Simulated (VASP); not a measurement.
AlP (sol), 2 atoms in the cell. The structure is cubic, space group F-43m (No. 216). The conventional cell has a = 5.464 Å, b = 5.464 Å, c = 5.464 Å, α = 90.00°, β = 90.00°, γ = 90.00°. Within 3.1 Å of Al (site symmetry -43m) lie 4 P at 2.37 Å. Within 3.1 Å of P (site symmetry -43m) lie 4 Al at 2.37 Å. 

| Property | Result |
| --- | --- |
| Program | VASP 6.6.1 |
| Task | relaxation of cell and atoms |
| Functional | PBEsol |
| Potentials or basis | VASP PAW PBE potentials, release 64 (Al, P) |
| Cutoff | 500 eV |
| k mesh | 8 × 8 × 8 |
| Occupations | gaussian, width 0.02 eV |
| Spin | no spin polarisation |
| Dipole correction | no |
| Further INCAR settings | ALGO = Normal; EDIFF = 1e-07; IBRION = 2; EDIFFG = -0.002; NSW = 100; ISIF = 3 |

Potentials or basis: VASP PAW PBE potentials, release 64 (Al, P).

The run is started by

```sh
$ cat potpaw_PBE.64/Al/POTCAR potpaw_PBE.64/P/POTCAR > POTCAR
$ mpirun -np 1 vasp_std > vasp.out
```

Hardware: 1 thread of AMD EPYC 9R45 96-Core Processor (Zen 5), with other jobs on the host.

Question: Estimate the wall time of this run.

Answer: Wall time 12 s on 1 thread of AMD EPYC 9R45 96-Core Processor (Zen 5) (shared host), peak memory 0.12 GiB. Counts: scf iterations 26, k points 29, ion steps 3.
